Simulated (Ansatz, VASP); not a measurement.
## Two plane-wave programs on WC

```
CELL_PARAMETERS angstrom
2.78248 0.00000 0.00000
-1.39124 2.51010 0.00000
0.00000 0.00000 2.82761
ATOMIC_POSITIONS crystal
W 0.00000 0.00000 0.00000
C 0.66667 0.33333 0.50000
```

Change from the starting cell: strain -0.0400 x Voigt [1, 0, 0, 0, 0, 0], atoms carried along.

Alike in both runs: task single point; functional PBEsol; k mesh 24 × 24 × 22; occupations gaussian, width 0.15 eV; no spin polarisation.

```csv
,VASP,Ansatz
version,VASP 6.6.1,Ansatz 0.2.0
potentials or method,"VASP PAW PBE potentials, release 64 (W_sv, C), cutoff 520 eV","scalar-relativistic, plane waves, PAW"
valence electrons in the cell,18,18
```

|  | VASP | Ansatz | Ansatz less VASP |
| --- | --- | --- | --- |
| gap on the k mesh at the Fermi level (eV) | none | none | - |
| pressure (GPa) | 19.5 | 17.8 | -1.62 |
| traceless stress, the component that is largest in VASP (GPa) | 17.20 | 17.23 | +0.027 |
| rms of the force components (eV/Å) | 0.159 | 0.155 | -0.0036 |

VASP's potentials were made for PBE, not for PBEsol. Atom by atom the forces differ by 0.004 eV/Å (rms over components). A gap of «none» marks a metal or a gap that the smearing closes. With one functional, cell and mesh, what is left measures potentials, basis and numerics.

Neither program's run includes spin-orbit coupling.
